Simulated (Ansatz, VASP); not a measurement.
Two plane-wave programs on AlN

The input INCAR:

```
  ALGO = Normal
  EDIFF = 1E-6
  ENCUT = 520
  GGA = PE
  ISIF = 2
  ISMEAR = 0
  LASPH = T
  LCHARG = F
  LREAL = F
  LWAVE = F
  NBANDS = 16
  NELM = 80
  PREC = Accurate
  SIGMA = 0.1
```

KPOINTS

```
k-points
0
Gamma
  6 6 4
```

The input POSCAR:

```
AlN
1.0
    3.1120000000      0.0000000000      0.0000000000
   -1.5560000000      2.6950710566      0.0000000000
    0.0000000000      0.0000000000      4.9820000000
Al N
2 2
Direct
    0.3333333333      0.6666666667      0.0000000000
    0.6666666667      0.3333333333      0.5000000000
    0.3333333333      0.6666666667      0.3820000000
    0.6666666667      0.3333333333      0.8820000000
```

Input for Ansatz:

```yaml
crystal:
  lattice:
    - [3.112, 0.0, 0.0]
    - [-1.556, 2.6950710566, 0.0]
    - [0.0, 0.0, 4.982]
  atoms:
    - { symbol: Al, position: [0.3333333333, 0.6666666667, 0.0] }
    - { symbol: Al, position: [0.6666666667, 0.3333333333, 0.5] }
    - { symbol: "N", position: [0.3333333333, 0.6666666667, 0.382] }
    - { symbol: "N", position: [0.6666666667, 0.3333333333, 0.882] }
basis:
  ecutwfc: 420
kpoints:
  mp_grid: { grid: [6, 6, 4] }
hamiltonian:
  xc: pbe
  pseudopotentials: { kind: paw, azcp: { folder: soft_1 } }
scf:
  occupations: { method: gaussian, width: 0.1 }
output:
  forces: true
  stress: true
  eigenvalues: true
```

Alike in both runs: task single point; functional PBE; k mesh 6 × 6 × 4; occupations gaussian, width 0.1 eV; no spin polarisation.

```csv
,VASP,Ansatz
version,VASP 6.6.1,Ansatz 0.2.0
potentials or method,"VASP PAW PBE potentials, release 64 (Al, N), cutoff 520 eV","scalar-relativistic, plane waves, PAW"
valence electrons in the cell,16,16
```

Ansatz gave:

* gap on the k mesh at the Fermi level (eV): 4.19
* least direct gap on the mesh (eV): 4.19
* pressure (GPa): 3.7
* rms of the force components (eV/Å): 0.003

Problem. Which values does VASP return?

Solution. gap on the k mesh at the Fermi level (eV): 4.20; least direct gap on the mesh (eV): 4.20; pressure (GPa): 3.5; rms of the force components (eV/Å): 0.003.

Atom by atom the forces differ by 0.000 eV/Å (rms over components).
